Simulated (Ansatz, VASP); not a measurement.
# One calculation of Ca3TeRu2, two programs

The input INCAR:

```
  ALGO = Fast
  EDIFF = 1E-6
  ENCUT = 520
  GGA = PE
  ISIF = 2
  ISMEAR = 0
  LASPH = True
  LCHARG = True
  LELF = True
  LREAL = False
  LVHAR = True
  LWAVE = False
  NBANDS = 41
  NELM = 100
  PREC = Accurate
  SIGMA = 0.1
```

File KPOINTS:

```
k-points
0
Gamma
  4 4 2
```

The input POSCAR:

```
Ca3TeRu2
1.0
    3.9022678500      0.0000000000      0.0000000000
    0.0000000000      3.9022678500      0.0000000000
    0.0000000000      0.0000000000      8.5967760700
Ca Te Ru
3 1 2
Direct
    0.5000000000      0.5000000000      0.0000000000
    0.0000000000      0.5000000000      0.3786259900
    0.5000000000      0.0000000000      0.6213740100
    0.0000000000      0.0000000000      0.0000000000
    0.0000000000      0.5000000000      0.7376120100
    0.5000000000      0.0000000000      0.2623879900
```

Input for Ansatz:

```yaml
crystal:
  lattice:
    - [3.90226785, 0.0, 0.0]
    - [0.0, 3.90226785, 0.0]
    - [0.0, 0.0, 8.59677607]
  atoms:
    - { symbol: Ca, position: [0.5, 0.5, 0.0] }
    - { symbol: Ca, position: [0.0, 0.5, 0.37862599] }
    - { symbol: Ca, position: [0.5, 0.0, 0.62137401] }
    - { symbol: Te, position: [0.0, 0.0, 0.0] }
    - { symbol: Ru, position: [0.0, 0.5, 0.73761201] }
    - { symbol: Ru, position: [0.5, 0.0, 0.26238799] }
basis:
  ecutwfc: 420
kpoints:
  mp_grid: { grid: [4, 4, 2] }
hamiltonian:
  xc: pbe
scf:
  occupations: { method: gaussian, width: 0.1 }
  lower_state_search: "off"
output:
  forces: true
  stress: true
  eigenvalues: true
```

Change from the starting cell: species swapped into the Zr2CuSb3 type (P-4m2, No. 115).

Alike in both runs: task single point; functional PBE; k mesh 4 × 4 × 2; occupations gaussian, width 0.1 eV; no spin polarisation.

```csv
,VASP,Ansatz
version,VASP 6.6.1,Ansatz 0.2.0
potentials or method,"VASP PAW PBE potentials, release 64 (Ca_sv, Te, Ru_pv), cutoff 520 eV","scalar-relativistic, plane waves, PAW"
valence electrons in the cell,64,78
```

```tsv
	VASP	Ansatz	Ansatz less VASP
gap on the k mesh at the Fermi level (eV)	none	none	-
pressure (GPa)	8.1	8.0	-0.16
traceless stress, the component that is largest in VASP (GPa)	-7.30	-7.23	+0.066
rms of the force components (eV/Å)	0.274	0.272	-0.0018
```

Atom by atom the forces differ by 0.002 eV/Å (rms over components). A gap of «none» marks a metal or a gap that the smearing closes. VASP's potentials hold 64 valence electrons a cell and Ansatz's 78, so a difference there can come from the potentials and not from the codes.

The k mesh is coarse, so the values compare programs but aren't converged. Spin-orbit coupling is off throughout.
